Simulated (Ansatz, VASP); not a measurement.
## TiO2 in VASP and in Ansatz

```
Ti O
1.0
     0.00000    2.55533    2.55533
     2.55533    0.00000    2.55533
     2.55533    2.55533    0.00000
Ti O
1 2
Direct
  0.00000 0.00000 0.00000
  0.25000 0.25000 0.25000
  0.75000 0.75000 0.75000
```

Alike in both runs: task relaxation of cell and atoms; functional PBE; k mesh 11 × 11 × 11; occupations fermi-dirac, width 0.05 eV; no spin polarisation.

|  | VASP | Ansatz |
| --- | --- | --- |
| version | VASP 6.6.1 | Ansatz 0.2.0 |
| potentials or method | VASP PAW PBE potentials, release 64 (Ti_sv, O) | PAW with Ansatz's default frozen-core files, scalar-relativistic |
| plane-wave cutoff (eV) | 600 | 420 |
| valence electrons in the cell | 24 | 24 |

Ansatz gave:

* relaxed volume (Å³/atom): 9.39
* relaxed cell length with the largest relative difference (Å): 3.415

Q: Estimate VASP's values.

A: Relaxed volume (Å³/atom): 9.41; relaxed cell length with the largest relative difference (Å): 3.417.

Noted on VASP's run: the volume moved by over 15 % at a fixed basis, so the end points are rough.
